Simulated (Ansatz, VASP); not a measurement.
## ZnAg2GeSe4: VASP beside Ansatz

```
Ag Zn Ge Se
1.0
    -2.80872    2.80872    6.12510
     2.80872   -2.80872    6.12510
     2.80872    2.80872   -6.12510
Ag Zn Ge Se
2 1 1 4
Direct
  0.75000 0.25000 0.50000
  0.25000 0.75000 0.50000
  0.00000 0.00000 0.00000
  0.50000 0.50000 0.00000
  0.85719 0.85719 0.48629
  0.14281 0.62910 0.00000
  0.62910 0.14281 0.00000
  0.37090 0.37090 0.51371
```

Alike in both runs: task single point; functional PBE; k mesh 6 × 6 × 6; occupations fermi-dirac, width 0.02 eV; no spin polarisation.

```csv
,VASP,Ansatz
version,VASP 6.6.1,Ansatz 0.2.0
potentials or method,"VASP PAW PBE potentials, release 64 (Ag, Zn, Ge_d, Se)","plane waves, PAW"
plane-wave cutoff (eV),520,420
valence electrons in the cell,72,128
```

Ansatz gave:

| Item | Value |
| --- | --- |
| pressure (GPa) | 3.7 |
| traceless stress, the component that is largest in VASP (GPa) | 0.29 |
| rms of the force components (eV/Å) | 0.062 |

Problem. Estimate VASP's values.

Solution. Pressure (GPa): 3.8; traceless stress, the component that is largest in VASP (GPa): 0.30; rms of the force components (eV/Å): 0.062.

Atom by atom the forces differ by 0.006 eV/Å (rms over components). VASP's potentials hold 72 valence electrons a cell and Ansatz's 128, so a difference there can come from the potentials and not from the codes.
